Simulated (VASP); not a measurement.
# NbSi2 (P6_222) in VASP: a series of runs

Runs on NbSi2. Level: PBE. Tasks: single point.

All numbers are computed with VASP 6.6.1; they aren't measurements. Logs are shortened: lines on timing, memory, paths and dates and some standing lists are left out, and cuts for length are marked.

## (1) The cell of the first run

The structure is hexagonal, space group P6_222 (No. 180). The conventional cell has a = 4.565 Å, b = 4.565 Å, c = 6.244 Å, α = 90.00°, β = 90.00°, γ = 120.00°. Nb (site symmetry 222) has 10 Si at 2.48 to 2.69 Å and 4 Nb at 3.09 Å within 3.3 Å. Within 3.2 Å of Si (site symmetry 2) lie 9 Si at 2.44 to 3.16 Å and 5 Nb at 2.48 to 2.69 Å.

## (2) Single point, PBE

Input file INCAR:

```
PREC = Accurate ; ENCUT = 520
EDIFF = 1E-6 ; ISMEAR = 0
SIGMA = 0.05 ; LREAL = F
LASPH = T ; NELM = 80
ALGO = Normal ; ISIF = 2
LWAVE = F ; LCHARG = F
GGA = PE ; NBANDS = 42
```

Input file KPOINTS:

```
regular mesh
0
Gamma
  9 9 6
```

Input file POSCAR:

```
NbSi2
1.0
    4.5648856350      0.0000000000      0.0000000000
   -2.2824428175      3.9533069252      0.0000000000
    0.0000000000      0.0000000000      6.2443922195
Nb Si
3 6
Direct
    0.5000000000      0.0000000000      0.5000000000
    0.5000000000      0.5000000000      0.8333333333
    0.0000000000      0.5000000000      0.1666666667
    0.1599000000      0.3198000000      0.5000000000
    0.8401000000      0.1599000000      0.8333333333
    0.6802000000      0.8401000000      0.1666666667
    0.8401000000      0.6802000000      0.5000000000
    0.1599000000      0.8401000000      0.8333333333
    0.3198000000      0.1599000000      0.1666666667
```

Potentials or basis: VASP PAW PBE potentials, release 64 (Nb_sv, Si).

On the command line:

```console
cat potpaw_PBE.64/Nb_sv/POTCAR potpaw_PBE.64/Si/POTCAR > POTCAR
mpirun -np 1 vasp_std > vasp.out
```

OUTCAR:

```text
PREC = Accurate
   ENCUT = 520
   EDIFF = 1E-6
   ISMEAR = 0
   LREAL = F
   LASPH = T
   NELM = 80
   ISIF = 2
   GGA = PE

 ion  position               nearest neighbor table
   1  0.500  0.000  0.500-   5 2.48   6 2.48   8 2.48   9 2.48   7 2.61   4 2.61   4 2.61   7 2.61
                             4 2.69   7 2.69
   2  0.500  0.500  0.833-   4 2.48   7 2.48   6 2.48   9 2.48   5 2.61   8 2.61   8 2.61   5 2.61
                             8 2.69   5 2.69
   3  0.000  0.500  0.167-   4 2.48   7 2.48   5 2.48   8 2.48   9 2.61   6 2.61   9 2.61   6 2.61
                             6 2.69   9 2.69
   4  0.160  0.320  0.500-   5 2.44   9 2.44   2 2.48   3 2.48   7 2.53   1 2.61   1 2.61   1 2.69
                             7 2.69   7 2.69   8 3.02   6 3.02
   5  0.840  0.160  0.833-   4 2.44   6 2.44   1 2.48   3 2.48   8 2.53   2 2.61   2 2.61   2 2.69
                             8 2.69   8 2.69   7 3.02   9 3.02
   6  0.680  0.840  0.167-   7 2.44   5 2.44   1 2.48   2 2.48   9 2.53   3 2.61   3 2.61   3 2.69
                             9 2.69   9 2.69   4 3.02   8 3.02
   7  0.840  0.680  0.500-   6 2.44   8 2.44   2 2.48   3 2.48   4 2.53   1 2.61   1 2.61   1 2.69
                             4 2.69   4 2.69   5 3.02   9 3.02
   8  0.160  0.840  0.833-   7 2.44   9 2.44   1 2.48   3 2.48   5 2.53   2 2.61   2 2.61   2 2.69
                             5 2.69   5 2.69   4 3.02   6 3.02
   9  0.320  0.160  0.167-   4 2.44   8 2.44   1 2.48   2 2.48   6 2.53   3 2.61   3 2.61   3 2.69
                             6 2.69   6 2.69   7 3.02   5 3.02

  LATTYP: Found a hexagonal cell.
 ALAT       =     4.5648856350
 C/A-ratio  =     1.3679186553

  Lattice vectors:

 A1 = (   4.5648856350,   0.0000000000,   0.0000000000)
 A2 = (  -2.2824428175,   3.9533069252,   0.0000000000)
 A3 = (   0.0000000000,   0.0000000000,   6.2443922195)

Analysis of symmetry for initial positions (statically):
=====================================================================
 Subroutine PRICEL returns:
 Original cell was already a primitive cell.

 Routine SETGRP: Setting up the symmetry group for a
 hexagonal supercell.

 Subroutine GETGRP returns: Found 12 space group operations
 (whereof  4 operations were pure point group operations)
 out of a pool of 24 trial point group operations.

The static configuration has the point symmetry D_2 .
 The point group associated with its full space group is D_6 .

Analysis of symmetry for dynamics (positions and initial velocities):
=====================================================================
 Subroutine PRICEL returns:
 Original cell was already a primitive cell.

 Routine SETGRP: Setting up the symmetry group for a
[... 132 lines left out ...]
   NELECT =      63.0000    total number of electrons
   NUPDOWN=      -1.0000    fix difference up-down
   EMIN   =  10.00;   EMAX   =-10.00  energy-range for DOS
   EFERMI =   0.00;   METHOD = LEGACY
   ISMEAR =     0;   SIGMA  =   0.05  broadening in eV -4-tet -1-fermi 0-gaus
   EFERMI_NEDOS =   21; number of points for ismear=-14 and -15
   IALGO  =     38    algorithm
   IMIX   =      4    mixing-type and parameters
     AMIX     =   0.40;   BMIX     =  1.00
     AMIX_MAG =   1.60;   BMIX_MAG =  1.00
  volume/ion in A,a.u.               =      12.52        84.50
  Fermi-wavevector in a.u.,A,eV,Ry     =   1.348636  2.548553 24.746543  1.818820
  Thomas-Fermi vector in A             =   2.476289
   LORBIT       =      0    0 simple, 1 ext, 2 COOP (PROOUT), +10 PAW based schemes
   GGA     = PE    functional components
   LHFCALC =     F    Hartree Fock is set to
   AEXX    =    0.0000 exact exchange contribution
   IVDW    =     0    specifies the selected vdW correction
   LEPSILON=     F    determine dielectric tensor
   LRPA    =     F    only Hartree local field effects (RPA)
 non-spin polarized calculation
 Gauss-broadening in eV      SIGMA  =   0.05
  energy-cutoff  :      520.00
  volume of cell :      112.69
 maximum number of plane-waves:      3101
 NGX is ok and might be reduce to    36
   NGX = 17   NGY = 17   NGZ = 23

 number of electron      63.0000000 magnetization

 Free energy of the ion-electron system (eV)
  ---------------------------------------------------
  ext. energy  EPLUGINS =         0.00000000
  ---------------------------------------------------
  free energy    TOTEN  =       -66.03006134 eV

  energy without entropy =      -66.02436160  energy(sigma->0) =      -66.02721147

 E-fermi :  13.6247     XC(G=0): -12.7143

 val. band max:       13.6117816525   @ k =   0.3333   0.2222   0.0000
 cond. band min:      13.6353550513   @ k =   0.3333   0.1111   0.3333
 fundamental gap:      0.0235733988
 Fermi energy:        13.6246539035

 k-point     1 :       0.0000    0.0000    0.0000
  band No.  band energies     occupation
      1     -40.5799      2.00000
      2     -40.5048      2.00000
      3     -40.5048      2.00000
      4     -17.0129      2.00000
      5     -17.0129      2.00000
      6     -16.9908      2.00000
[... 1069 lines left out ...]
     41      17.8052      0.00000
     42      18.3590      0.00000

 [... further k-points ...]

------------------------ aborting loop because EDIFF is reached ----------------------------------------

  FORCE on cell =-STRESS in cart. coord.  units (eV):
  Direction    XX          YY          ZZ          XY          YZ          ZX
  --------------------------------------------------------------------------------------
  -------------------------------------------------------------------------------------
  Total       26.0815024     26.0815024     32.9324496     -0.0000000      0.0000000     -0.0000000
  in kB      370.8195125    370.8195124    468.2243646     -0.0000000      0.0000000     -0.0000000
  external PRESSURE =     403.2877965 kB  Pullay stress =       0.0000000 kB

 VOLUME and BASIS-vectors are now :
 -----------------------------------------------------------------------------
  energy-cutoff  :      520.00
  volume of cell :      112.69
      direct lattice vectors                 reciprocal lattice vectors
     4.564885635  0.000000000  0.000000000     0.219063538  0.126476393  0.000000000
    -2.282442818  3.953306925  0.000000000     0.000000000  0.252952786  0.000000000
     0.000000000  0.000000000  6.244392219     0.000000000  0.000000000  0.160143688

 POSITION                                       TOTAL-FORCE (eV/Angst)
 -----------------------------------------------------------------------------------
      2.28244      0.00000      3.12220         0.000000      0.000000     -0.000000
      1.14122      1.97665      5.20366         0.000000      0.000000      0.000000
     -1.14122      1.97665      1.04073         0.000000      0.000000     -0.000000
      0.00000      1.26427      3.12220         0.000000     -0.077051      0.000000
      3.47000      0.63213      5.20366         0.066728     -0.038525      0.000000
      1.18755      3.32117      1.04073         0.066728      0.038525      0.000000
      2.28244      2.68904      3.12220         0.000000      0.077051      0.000000
     -1.18755      3.32117      5.20366        -0.066728      0.038525      0.000000
      1.09489      0.63213      1.04073        -0.066728     -0.038525     -0.000000
 -----------------------------------------------------------------------------------
    total drift:                                0.000000     -0.000000     -0.000001

  FREE ENERGIE OF THE ION-ELECTRON SYSTEM (eV)
  ---------------------------------------------------
  free  energy   TOTEN  =       -66.0300613376 eV

  energy  without entropy=      -66.0243615985  energy(sigma->0) =      -66.02721147
```

Run time: 4 min. Hardware: 1 thread of AMD EPYC 7R13 (Zen 3), shared host; peak memory 0.31 GiB.

Results:

```yaml
Free_energy: -66.0301 eV
Pressure: 40.3 GPa
Largest_force: 0.077 eV/Å
Band_gap_on_the_k_mesh: zero (an odd number of electrons rules out a gap without spin polarisation)
```

Forces in eV/Å, atoms in the order of the input:
```
Nb   0.000  0.000  0.000
Nb   0.000  0.000  0.000
Nb   0.000  0.000  0.000
Si   0.000 -0.077  0.000
Si   0.067 -0.039  0.000
Si   0.067  0.039  0.000
Si   0.000  0.077  0.000
Si  -0.067  0.039  0.000
Si  -0.067 -0.039  0.000
```

Levels at points of the mesh, in eV from the Fermi level:
| k point | band 29 | band 30 | band 31 | band 32 | band 33 | band 34 | band 35 | band 36 |
| --- | --- | --- | --- | --- | --- | --- | --- | --- |
| (0.00, 0.00, 0.00) | -2.24 | -2.24 | -2.18 | -0.96 | 0.81 | 3.85 | 3.85 | 3.89 |
| (0.00, 0.00, 0.50) | -1.37 | -1.37 | -1.34 | 1.14 | 1.14 | 3.67 | 3.67 | 3.80 |

Caveat: the stress differs along the axes, from 37 to 47 GPa; an odd number of electrons without spin polarisation forces a metal; a magnetic or distorted state may lie lower.

## (3) Single point, PBE

This run uses another cell than the first one, of 14.73 Å³/atom.

Input file INCAR:

```
SYSTEM = NbSi2
ALGO = Normal
EDIFF = 1E-7
ENCUT = 520
GGA = PE
ISIF = 2
ISMEAR = 0
LASPH = .TRUE.
LCHARG = .FALSE.
LREAL = .FALSE.
LWAVE = .FALSE.
NBANDS = 42
NELM = 80
PREC = Accurate
SIGMA = 0.05
```

Input file KPOINTS:

```
k-points
0
G
  9 9 6
  0 0 0
```

Changes to POSCAR since step 2:

```diff
@@ -2,5 +2,5 @@
 1.0
-    4.5648856350      0.0000000000      0.0000000000
-   -2.2824428175      3.9533069252      0.0000000000
-    0.0000000000      0.0000000000      6.2443922195
+    4.8190000000      0.0000000000      0.0000000000
+   -2.4095000000      4.1733764208      0.0000000000
+    0.0000000000      0.0000000000      6.5920000000
 Nb Si
```

Potentials or basis: VASP PAW PBE potentials, release 64 (Nb_sv, Si).

On the command line:

```console
cat potpaw_PBE.64/Nb_sv/POTCAR potpaw_PBE.64/Si/POTCAR > POTCAR
mpirun -np 1 vasp_std > vasp.out
```

Run time: 5.1 min. Hardware: 1 thread of AMD EPYC 7R13 (Zen 3), shared host; peak memory 0.33 GiB.

It converged, with:

| Property | Result |
| --- | --- |
| Free energy | -68.2079 eV |
| Pressure | 0.0 GPa |
| Largest force | 0.089 eV/Å |
| Band gap on the k mesh | zero (an odd number of electrons rules out a gap without spin polarisation) |

Forces in eV/Å, atoms in the order of the input:
```
Nb   0.000  0.000  0.000
Nb   0.000  0.000  0.000
Nb   0.000  0.000  0.000
Si   0.000 -0.089  0.000
Si   0.077 -0.044  0.000
Si   0.077  0.044  0.000
Si   0.000  0.089  0.000
Si  -0.077  0.044  0.000
Si  -0.077 -0.044  0.000
```

Stress tensor (GPa, compression positive):
```
-0.58  0.00  0.00
 0.00 -0.58  0.00
 0.00  0.00  1.07
```

Levels at points of the mesh, in eV from the Fermi level:
```tsv
k point	band 29	band 30	band 31	band 32	band 33	band 34	band 35	band 36
(0.00, 0.00, 0.00)	-2.15	-1.95	-1.95	-1.08	0.77	3.14	3.21	3.26
(0.00, 0.00, 0.50)	-1.53	-1.43	-1.43	0.96	0.96	2.72	2.72	3.18
```

Caveat: an odd number of electrons without spin polarisation forces a metal; a magnetic or distorted state may lie lower.

## (4) Single point, PBE

This run uses another cell than the first one, of 14.73 Å³/atom.

Input file INCAR:

```
PREC = Accurate
ENCUT = 520
EDIFF = 1E-7
ISMEAR = 0
SIGMA = 0.05
LREAL = F
LASPH = T
NELM = 100
ALGO = Normal
ISIF = 2
LWAVE = F
LCHARG = F
GGA = PE
NBANDS = 42
NELECT = 63.25
```

Input file KPOINTS:

```
regular mesh
0
Gamma
  9 9 6
```

POSCAR is that of step 3.

On the command line:

```console
cat potpaw_PBE.64/Nb_sv/POTCAR potpaw_PBE.64/Si/POTCAR > POTCAR
mpirun -np 1 vasp_std > vasp.out
```

It took 5.1 min on 1 thread of AMD EPYC 7R13 (Zen 3), shared host; peak memory 0.33 GiB.

The run converged. Its results:

* Free energy: -65.3747 eV
* Largest force: 0.100 eV/Å

Forces on the atoms (eV/Å):
```
Nb   0.000  0.000  0.000
Nb   0.000  0.000  0.000
Nb   0.000  0.000  0.000
Si   0.000 -0.100  0.000
Si   0.087 -0.050  0.000
Si   0.087  0.050  0.000
Si   0.000  0.100  0.000
Si  -0.087  0.050  0.000
Si  -0.087 -0.050  0.000
```

Levels at points of the mesh, in eV from the Fermi level:
```
           k point  band 30  band 31  band 32  band 33  band 34  band 35
(0.00, 0.00, 0.00)    -2.01    -2.01    -1.15     0.72     3.09     3.15
(0.00, 0.00, 0.50)    -1.49    -1.49     0.92     0.92     2.65     2.65
```

Caveat: the cell carries a net charge on a neutralising background, which shifts energy and pressure; the cell is charged against a uniform background, so pressure and absolute levels hang on convention; an odd number of electrons without spin polarisation forces a metal; a magnetic or distorted state may lie lower.

The gap in the log of VASP goes by the Fermi energy; the results here count the filled bands.